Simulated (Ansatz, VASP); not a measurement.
**Ba: VASP beside Ansatz**

Contents of INCAR:

```
PREC = Accurate ; ENCUT = 520
EDIFF = 1E-6 ; ISMEAR = -1
SIGMA = 0.05 ; LREAL = False
LASPH = True ; NELM = 80
ALGO = Normal ; ISIF = 2
LWAVE = False ; LCHARG = False
GGA = PS ; NBANDS = 11
```

The input KPOINTS:

```
Automatic mesh
0
Gamma
  7 7 8
```

Contents of POSCAR:

```
Ba
1.0
    3.9996500000      0.0000000000      0.0000000000
    0.0000000000      3.9996500000      0.0000000000
    0.0000000000      0.0000000000      3.6055390000
Ba
1
Direct
    0.5000000000      0.5000000000      0.5000000000
```

Input for Ansatz:

```yaml
crystal:
  lattice:
    - [3.99965, 0.0, 0.0]
    - [0.0, 3.99965, 0.0]
    - [0.0, 0.0, 3.605539]
  atoms:
    - { symbol: Ba, position: [0.5, 0.5, 0.5] }
basis:
  ecutwfc: 420.0
kpoints:
  mp_grid:
    grid: [7, 7, 8]
hamiltonian:
  xc: pbesol
scf:
  occupations:
    method: fermi_dirac
    width: 0.05
output:
  stress: true
```

Alike in both runs: task single point; functional PBEsol; k mesh 7 × 7 × 8; occupations fermi-dirac, width 0.05 eV; no spin polarisation.

```csv
,VASP,Ansatz
version,VASP 6.6.1,Ansatz 0.2.0
potentials or method,"VASP PAW PBE potentials, release 64 (Ba_sv), cutoff 520 eV","plane waves, PAW"
valence electrons in the cell,10,10
```

VASP gave:

* pressure (GPa): 0.0
* traceless stress, the component that is largest in VASP (GPa): 2.55

What did Ansatz give for the same quantities?

Pressure (GPa): -0.2; traceless stress, the component that is largest in VASP (GPa): 2.43.

VASP's potentials were made for PBE, not for PBEsol. The functional is the same, so the differences come from potentials, cutoffs and numerics.

Neither program's run includes spin-orbit coupling.
